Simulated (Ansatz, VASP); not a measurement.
One calculation of NaI, two programs

```xyz
2
Lattice="0.0000 3.1551 3.1551 3.1551 0.0000 3.1551 3.1551 3.1551 0.0000" Properties=species:S:1:pos:R:3 pbc="T T T"
Na    0.0000    0.0000    0.0000
I     3.1551    3.1551    3.1551
```

Alike in both runs: functional LDA; k mesh 3 × 3 × 3; no spin polarisation.

Ansatz relaxed the structure, and its values are those at the end. VASP's run is a single point on that final structure, the one shown.

|  | VASP | Ansatz |
| --- | --- | --- |
| version | VASP 6.6.1 | Ansatz 0.2.0 |
| potentials or method | VASP PAW LDA potentials, release 64 (Na_pv, I) | plane waves, PAW |
| plane-wave cutoff (eV) | 520 | 420 |
| occupations | gaussian, width 0.01 eV | fixed |
| valence electrons in the cell | 14 | 26 |

```tsv
	VASP	Ansatz	Ansatz less VASP
pressure (GPa)	0.0	0.0	-0.04
```

LDA's correlation is that of Perdew and Zunger in VASP and of Perdew and Wang (1992) in Ansatz. VASP's potentials hold 14 valence electrons a cell and Ansatz's 26, so a difference there can come from the potentials and not from the codes.

The k mesh is coarse, so the values compare programs but aren't converged. Spin-orbit coupling is off throughout.
